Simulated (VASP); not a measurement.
# TiN (Fm-3m) in VASP: single point with PBEsol+U

Aim: the single point of TiN with PBEsol+U.

All numbers are computed with VASP 6.6.1; they aren't measurements. Logs are shortened: lines on timing, memory, paths and dates and some standing lists are left out, and cuts for length are marked.

### Step 1. The cell of the first run

It takes space group Fm-3m (No. 225, cubic). The conventional cell has a = 4.241 Å, b = 4.241 Å, c = 4.241 Å, α = 90.00°, β = 90.00°, γ = 90.00°. Ti (site symmetry m-3m) has 6 N at 2.12 Å within 2.8 Å. Within 2.8 Å of N (site symmetry m-3m) lie 6 Ti at 2.12 Å.

### Step 2. Single point, PBEsol+U, collinear spin

File INCAR:

```
SYSTEM = TiN
PREC = Accurate
ENCUT = 1330
EDIFF = 1E-6
ISMEAR = -1
SIGMA = 0.1
LREAL = .False.
LASPH = .True.
NELM = 200
ALGO = Normal
ISIF = 2
LWAVE = .False.
LCHARG = .False.
ISPIN = 2
MAGMOM = 1 0
LORBIT = 11
LMAXMIX = 4
LDAU = .True.
LDAUTYPE = 2
LDAUL = 2 -1
LDAUU = 3 0
LDAUJ = 0 0
LDAUPRINT = 1
GGA = PS
NBANDS = 20
GGA_COMPAT = .False.
```

File KPOINTS:

```
Automatic mesh
0
Gamma
  8 8 8
  0 0 0
```

File POSCAR:

```
TiN
1.0
    0.0000000000      2.1205000000      2.1205000000
    2.1205000000      0.0000000000      2.1205000000
    2.1205000000      2.1205000000      0.0000000000
Ti N
1 1
Direct
    0.0000000000      0.0000000000      0.0000000000
    0.5000000000      0.5000000000      0.5000000000
```

Potentials or basis: VASP PAW PBE potentials, release 64 (Ti_sv, N_h).

Command:

```console
$ cat potpaw_PBE.64/Ti_sv/POTCAR potpaw_PBE.64/N_h/POTCAR > POTCAR
$ mpirun -np 1 vasp_std > vasp.out
```

OUTCAR:

```text
SYSTEM = TiN
   PREC = Accurate
   ENCUT = 1330
   EDIFF = 1E-6
   ISMEAR = -1
   LREAL = .False.
   LASPH = .True.
   NELM = 200
   ISIF = 2
   ISPIN = 2
   LORBIT = 11
   GGA = PS

 ion  position               nearest neighbor table
   1  0.000  0.000  0.000-   2 2.12   2 2.12   2 2.12   2 2.12   2 2.12   2 2.12
   2  0.500  0.500  0.500-   1 2.12   1 2.12   1 2.12   1 2.12   1 2.12   1 2.12

  LATTYP: Found a face centered cubic cell.
 ALAT       =     4.2410000000

  Lattice vectors:

 A1 = (   0.0000000000,   2.1205000000,   2.1205000000)
 A2 = (   2.1205000000,   0.0000000000,   2.1205000000)
 A3 = (   2.1205000000,   2.1205000000,   0.0000000000)

Analysis of symmetry for initial positions (statically):
=====================================================================
 Subroutine PRICEL returns:
 Original cell was already a primitive cell.

 Routine SETGRP: Setting up the symmetry group for a
 face centered cubic supercell.

 Subroutine GETGRP returns: Found 48 space group operations
 (whereof 48 operations were pure point group operations)
 out of a pool of 48 trial point group operations.

The static configuration has the point symmetry O_h .

Analysis of symmetry for dynamics (positions and initial velocities):
=====================================================================
 Subroutine PRICEL returns:
 Original cell was already a primitive cell.

 Routine SETGRP: Setting up the symmetry group for a
 face centered cubic supercell.

 Subroutine GETGRP returns: Found 48 space group operations
 (whereof 48 operations were pure point group operations)
 out of a pool of 48 trial point group operations.

The dynamic configuration has the point symmetry O_h .

Analysis of structural, dynamic, and magnetic symmetry:
=====================================================================
 Subroutine PRICEL returns:
 Original cell was already a primitive cell.

 Routine SETGRP: Setting up the symmetry group for a
 face centered cubic supercell.

 Subroutine GETGRP returns: Found 48 space group operations
 (whereof 48 operations were pure point group operations)
 out of a pool of 48 trial point group operations.

The overall configuration has the point symmetry O_h .

 Subroutine INISYM returns: Found 48 space group operations
 (whereof 48 operations are pure point group operations),
 and found     1 'primitive' translations

----------------------------------------------------------------------------------------

                                     Primitive cell

  volume of cell :      19.0697

  direct lattice vectors                    reciprocal lattice vectors
     0.000000000  2.120500000  2.120500000    -0.235793445  0.235793445  0.235793445
     2.120500000  0.000000000  2.120500000     0.235793445 -0.235793445  0.235793445
     2.120500000  2.120500000  0.000000000     0.235793445  0.235793445 -0.235793445

  length of vectors
     2.998839859  2.998839859  2.998839859     0.408406227  0.408406227  0.408406227

  position of ions in fractional coordinates (direct lattice)
     0.000000000  0.000000000  0.000000000
     0.500000000  0.500000000  0.500000000

  ion indices of the primitive-cell ions
   primitive index   ion index
                 1           1
                 2           2

----------------------------------------------------------------------------------------

 KPOINTS: Automatic mesh

Automatic generation of k-mesh.
 Grid dimensions read from file:
[... 64 lines left out ...]
   NELM   =    200;   NELMIN=  2; NELMDL= -5     # of ELM steps
   EDIFF  = 0.1E-05   stopping-criterion for ELM
   LREAL  =      F    real-space projection
   EDIFFG = 0.1E-04   stopping-criterion for IOM
   NSW    =      0    number of steps for IOM
   IBRION =     -1    ionic relax: 0-MD 1-quasi-New 2-CG
   NFREE  =      0    steps in history (QN), initial steepest desc. (CG)
   ISIF   =      2    stress and relaxation
   ISYM   =      2    0-nonsym 1-usesym 2-fastsym
   POTIM  = 0.5000    time-step for ionic-motion
   TEBEG  =    0.0;   TEEND  =   0.0 temperature during run
   PSTRESS=    0.0 pullay stress
   NELECT =      17.0000    total number of electrons
   NUPDOWN=      -1.0000    fix difference up-down
   EMIN   =  10.00;   EMAX   =-10.00  energy-range for DOS
   EFERMI =   0.00;   METHOD = LEGACY
   ISMEAR =    -1;   SIGMA  =   0.10  broadening in eV -4-tet -1-fermi 0-gaus
   EFERMI_NEDOS =   21; number of points for ismear=-14 and -15
   IALGO  =     38    algorithm
   IMIX   =      4    mixing-type and parameters
     AMIX     =   0.40;   BMIX     =  1.00
     AMIX_MAG =   1.60;   BMIX_MAG =  1.00
  volume/ion in A,a.u.               =       9.53        64.34
  Fermi-wavevector in a.u.,A,eV,Ry     =   1.575589  2.977431 33.776188  2.482480
  Thomas-Fermi vector in A             =   2.676550
   LORBIT       =     11    0 simple, 1 ext, 2 COOP (PROOUT), +10 PAW based schemes
 LDA+U is selected, type is set to LDAUTYPE =  2
   angular momentum for each species LDAUL =     2   -1
   U (eV)           for each species LDAUU =   3.0  0.0
   J (eV)           for each species LDAUJ =   0.0  0.0
   GGA     = PS    functional components
   LHFCALC =     F    Hartree Fock is set to
   AEXX    =    0.0000 exact exchange contribution
   IVDW    =     0    specifies the selected vdW correction
   LEPSILON=     F    determine dielectric tensor
   LRPA    =     F    only Hartree local field effects (RPA)
 spin polarized calculation
  energy-cutoff  :     1330.00
  volume of cell :       19.07
 maximum number of plane-waves:      2120
   NGX = 17   NGY = 17   NGZ = 17

 number of electron      17.0000000 magnetization       0.0058197

atom =   1  type =  1  l = 2

 onsite density matrix

spin component  1

  0.1851  0.0000  0.0000  0.0000 -0.0000
  0.0000  0.1851 -0.0000  0.0000  0.0000
  0.0000 -0.0000  0.2006 -0.0000 -0.0000
  0.0000  0.0000 -0.0000  0.1851  0.0000
 -0.0000  0.0000 -0.0000  0.0000  0.2006

spin component  2

  0.1851  0.0000  0.0000  0.0000 -0.0000
  0.0000  0.1851 -0.0000  0.0000  0.0000
  0.0000 -0.0000  0.2005 -0.0000 -0.0000
  0.0000  0.0000 -0.0000  0.1851  0.0000
 -0.0000  0.0000 -0.0000  0.0000  0.2005

 occupancies and eigenvectors

  o =  0.1851  v =  0.0000  0.0000  0.0000  0.0000  0.0000  1.0000  0.0000  0.0000  0.0000  0.0000      0.0000  0.0000  0.0000  0.0000  0.0000  0.0000  0.0000  0.0000  0.0000  0.0000
  o =  0.1851  v =  0.0000  0.0000  0.0000  0.0000  0.0000  0.0000  0.9892 -0.0000 -0.1464 -0.0000      0.0000  0.0000  0.0000  0.0000  0.0000  0.0000  0.0000  0.0000  0.0000  0.0000
  o =  0.1851  v =  0.0000  0.0000  0.0000  0.0000  0.0000  0.0000 -0.1464 -0.0000 -0.9892 -0.0000      0.0000  0.0000  0.0000  0.0000  0.0000  0.0000  0.0000  0.0000  0.0000  0.0000
  o =  0.1851  v =  0.0000  0.7477 -0.0000 -0.6640 -0.0000  0.0000  0.0000  0.0000  0.0000  0.0000      0.0000  0.0000  0.0000  0.0000  0.0000  0.0000  0.0000  0.0000  0.0000  0.0000
  o =  0.1851  v =  0.0000 -0.6640  0.0000 -0.7477  0.0000  0.0000  0.0000  0.0000  0.0000  0.0000      0.0000  0.0000  0.0000  0.0000  0.0000  0.0000  0.0000  0.0000  0.0000  0.0000
  o =  0.1851  v =  1.0000  0.0000  0.0000  0.0000  0.0000  0.0000  0.0000  0.0000  0.0000  0.0000      0.0000  0.0000  0.0000  0.0000  0.0000  0.0000  0.0000  0.0000  0.0000  0.0000
  o =  0.2005  v =  0.0000  0.0000  0.0000  0.0000  0.0000  0.0000  0.0000 -0.0450 -0.0000  0.9990      0.0000  0.0000  0.0000  0.0000  0.0000  0.0000  0.0000  0.0000  0.0000  0.0000
  o =  0.2005  v =  0.0000  0.0000  0.0000  0.0000  0.0000  0.0000  0.0000  0.9990 -0.0000  0.0450      0.0000  0.0000  0.0000  0.0000  0.0000  0.0000  0.0000  0.0000  0.0000  0.0000
  o =  0.2006  v =  0.0000  0.0000  0.0263 -0.0000  0.9997  0.0000  0.0000  0.0000  0.0000  0.0000      0.0000  0.0000  0.0000  0.0000  0.0000  0.0000  0.0000  0.0000  0.0000  0.0000
  o =  0.2006  v =  0.0000  0.0000  0.9997 -0.0000 -0.0263  0.0000  0.0000  0.0000  0.0000  0.0000      0.0000  0.0000  0.0000  0.0000  0.0000  0.0000  0.0000  0.0000  0.0000  0.0000

 number of electron      17.0000000 magnetization      -0.0000182

 Free energy of the ion-electron system (eV)
  ---------------------------------------------------
  ext. energy  EPLUGINS =         0.00000000
  ---------------------------------------------------
  free energy    TOTEN  =       -18.42397858 eV

  energy without entropy =      -18.38965883  energy(sigma->0) =      -18.40681871

 E-fermi :  12.1514     XC(G=0): -13.2524

 val. band max:       12.1241876130   @ k =   0.1250   0.0000   0.0000
 cond. band min:      12.1657358919   @ k =  -0.3750   0.3750   0.1250
 fundamental gap:      0.0415482789
 Fermi energy:        12.1514223778

 spin component 1

 k-point     1 :       0.0000    0.0000    0.0000
  band No.  band energies     occupation
      1     -46.3118      1.00000
      2     -22.3720      1.00000
      3     -22.3720      1.00000
      4     -22.3720      1.00000
      5      -5.2177      1.00000
      6       9.8732      1.00000
[... 1097 lines left out ...]
     19      35.0078      0.00000
     20      38.9795      0.00000

 [... further k-points ...]

------------------------ aborting loop because EDIFF is reached ----------------------------------------

  FORCE on cell =-STRESS in cart. coord.  units (eV):
  Direction    XX          YY          ZZ          XY          YZ          ZX
  --------------------------------------------------------------------------------------
  -------------------------------------------------------------------------------------
  Total        0.3149660      0.3149660      0.3149660     -0.0000000      0.0000000      0.0000000
  in kB       26.4624084     26.4624084     26.4624084     -0.0000000      0.0000000      0.0000000
  external PRESSURE =      26.4624084 kB  Pullay stress =       0.0000000 kB

 VOLUME and BASIS-vectors are now :
 -----------------------------------------------------------------------------
  energy-cutoff  :     1330.00
  volume of cell :       19.07
      direct lattice vectors                 reciprocal lattice vectors
     0.000000000  2.120500000  2.120500000    -0.235793445  0.235793445  0.235793445
     2.120500000  0.000000000  2.120500000     0.235793445 -0.235793445  0.235793445
     2.120500000  2.120500000  0.000000000     0.235793445  0.235793445 -0.235793445

 POSITION                                       TOTAL-FORCE (eV/Angst)
 -----------------------------------------------------------------------------------
      0.00000      0.00000      0.00000        -0.000000     -0.000000     -0.000000
      2.12050      2.12050      2.12050         0.000000      0.000000      0.000000
 -----------------------------------------------------------------------------------
    total drift:                                0.000000      0.000000      0.000000

  FREE ENERGIE OF THE ION-ELECTRON SYSTEM (eV)
  ---------------------------------------------------
  free  energy   TOTEN  =       -18.4239785836 eV

  energy  without entropy=      -18.3896588283  energy(sigma->0) =      -18.40681871

 total charge

# of ion       s       p       d       tot
------------------------------------------
    1        2.194   6.245   1.884  10.322
    2        0.714   1.503   0.000   2.217
--------------------------------------------------
tot          2.908   7.747   1.884  12.539

 magnetization (x)

# of ion       s       p       d       tot
------------------------------------------
    1        0.000  -0.000  -0.000  -0.000
    2        0.000   0.000   0.000   0.000
--------------------------------------------------
tot          0.000  -0.000  -0.000  -0.000
```

Run time: 32 s. Hardware: 1 thread of Intel Xeon 6975P-C (Granite Rapids), shared host; peak memory 0.28 GiB.

What came out:

```yaml
Free_energy: -18.4240 eV
Pressure: 2.6 GPa
Net_moment: 0.00 μB per cell
Valence_electrons_inside_the_program's_atomic_spheres: Ti 10.32; N 2.22
```

Eigenvalues of the final occupation matrices:
| site | spin | trace | eigenvalues |
| --- | --- | --- | --- |
| site 1 d | 1 | 0.96 | 0.19 0.19 0.19 0.20 0.20 |
| site 1 d | 2 | 0.96 | 0.19 0.19 0.19 0.20 0.20 |

Caveat: the PAW data sets were made with another functional, which shifts forces and pressure a little.
